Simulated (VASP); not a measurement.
TiHg: single point with LDA

The system is TiHg.

```
Ti Hg
1.0
     2.96429    0.00000    0.00000
     0.00000    2.96429    0.00000
     0.00000    0.00000    4.02342
Ti Hg
1 1
Cartesian
  1.4821 1.4821 2.0117
  0.0000 0.0000 0.0000
```

- Program: VASP 6.6.1
- Task: single point
- Functional: LDA
- Potentials or basis: VASP PAW LDA potentials, release 64 (Ti_sv, Hg)
- Cutoff: 520 eV
- k mesh: 14 × 14 × 10
- Occupations: fermi-dirac, width 0.15 eV
- Spin: no spin polarisation

- Pressure: -1.5 GPa
- Band gap on the k mesh: zero (bands 12 and 13 overlap by 1.19 eV)

Levels at points of the mesh, in eV from the Fermi level:
```csv
k point,band 9,band 10,band 11,band 12,band 13,band 14,band 15,band 16
"(0.00, 0.00, 0.00)",-7.11,-6.59,-0.52,-0.34,1.15,2.04,2.04,2.57
"(0.50, 0.00, 0.00)",-6.91,-3.89,-3.43,-1.18,-0.48,1.18,1.82,3.76
"(0.50, 0.50, 0.00)",-5.81,-2.12,0.32,0.32,1.23,1.23,1.48,3.35
"(0.00, 0.00, 0.50)",-6.58,-6.57,-4.78,-0.81,0.68,1.26,1.26,2.50
"(0.50, 0.00, 0.50)",-7.01,-3.62,-1.81,-0.75,-0.29,1.66,2.03,2.06
"(0.50, 0.50, 0.50)",-5.81,-2.21,-1.79,-1.79,1.46,1.63,3.36,5.89
```

Wall time 7.6 min on 1 thread of Oxide Virtual Turin-like Processor, with other jobs on the host, peak memory 0.22 GiB.

Caveat: spin-orbit coupling is left out, which moves the levels of the heavy elements.
